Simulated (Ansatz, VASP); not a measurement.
# Two plane-wave programs on RuSe

The input POSCAR:

```
RuSe
1.0
    0.0000000000      2.5704067165      2.5704067165
    2.5704067165      0.0000000000      2.5704067165
    2.5704067165      2.5704067165      0.0000000000
Ru Se
1 1
Direct
    0.5000000000      0.5000000000      0.5000000000
    0.0000000000      0.0000000000      0.0000000000
```

Contents of INCAR.step1:

```
  PREC = Accurate
  ENCUT = 520
  ISMEAR = 0
  SIGMA = 0.05
  LREAL = F
  LASPH = T
  NELM = 60
  NBANDS = 17
  GGA = PE
  ALGO = Normal
  EDIFF = 1E-4
  LWAVE = T
  LCHARG = F
```

INCAR.step2

```
  PREC = Accurate
  ENCUT = 520
  EDIFF = 1E-6
  ISMEAR = 0
  SIGMA = 0.05
  LREAL = F
  LASPH = T
  NELM = 60
  ALGO = Normal
  ISIF = 2
  LWAVE = F
  LCHARG = F
  METAGGA = R2SCAN
  LMIXTAU = T
  NBANDS = 17
  ISTART = 1
```

KPOINTS

```
regular mesh
0
Gamma
  12 12 12
```

Input for Ansatz:

```yaml
crystal:
  lattice:
    - [0.0, 2.5704067165, 2.5704067165]
    - [2.5704067165, 0.0, 2.5704067165]
    - [2.5704067165, 2.5704067165, 0.0]
  atoms:
    - { symbol: Ru, position: [0.5, 0.5, 0.5] }
    - { symbol: Se, position: [0.0, 0.0, 0.0] }
basis:
  ecutwfc: 500
  ecutrho_ratio: 4
kpoints:
  mp_grid: { grid: [12, 12, 12] }
hamiltonian:
  xc: r2scan
scf:
  occupations: { method: gaussian, width: 0.05 }
output:
  forces: true
  stress: true
  eigenvalues: true
  populations: true
  write_density: true
  write_potential: true
  elf: true
  volumetric_format: npy
```

Alike in both runs: task single point; functional r2SCAN; k mesh 12 × 12 × 12; occupations gaussian, width 0.05 eV; no spin polarisation.

|  | VASP | Ansatz |
| --- | --- | --- |
| version | VASP 6.6.1 | Ansatz 0.2.0 |
| potentials or method | VASP PAW PBE potentials, release 64 (Ru_pv, Se), cutoff 520 eV | scalar-relativistic, plane waves, PAW |
| valence electrons in the cell | 20 | 32 |

```tsv
	VASP	Ansatz	Ansatz less VASP
gap on the k mesh at the Fermi level (eV)	none	none	-
pressure (GPa)	-1.1	-1.3	-0.23
```

VASP's potentials were made for PBE, not for r2SCAN. A gap of «none» marks a metal or a gap that the smearing closes. VASP's potentials hold 20 valence electrons a cell and Ansatz's 32, so a difference there can come from the potentials and not from the codes.
